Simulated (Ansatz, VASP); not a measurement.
**Two plane-wave programs on CaB6**

```
Ca B
1.0
     4.10602    0.00000    0.00000
     0.00000    4.10602    0.00000
     0.00000    0.00000    4.10602
Ca B
1 6
Direct
  0.00000 0.00000 0.00000
  0.20126 0.50000 0.50000
  0.50000 0.20126 0.50000
  0.79874 0.50000 0.50000
  0.50000 0.79874 0.50000
  0.50000 0.50000 0.20126
  0.50000 0.50000 0.79874
```

Alike in both runs: functional PBE; k mesh 8 × 8 × 8; occupations gaussian, width 0.01 eV; no spin polarisation.

Ansatz relaxed the structure, and its values are those at the end. VASP's run is a single point on that final structure, the one shown.

```csv
,VASP,Ansatz
version,VASP 6.6.1,Ansatz 0.2.0
potentials or method,"VASP PAW PBE potentials, release 64 (Ca_sv, B), cutoff 520 eV","scalar-relativistic, plane waves, PAW"
valence electrons in the cell,28,28
```

```csv
,VASP,Ansatz,Ansatz less VASP
gap on the k mesh at the Fermi level (eV),0.07,0.07,0.000
least direct gap on the mesh (eV),0.10,0.10,+0.001
pressure (GPa),4.9,4.8,-0.14
rms of the force components (eV/Å),0.010,0.000,-0.0096
```

With one functional, cell and mesh, what is left measures potentials, basis and numerics. Ansatz's warnings: stress scf threshold loose.
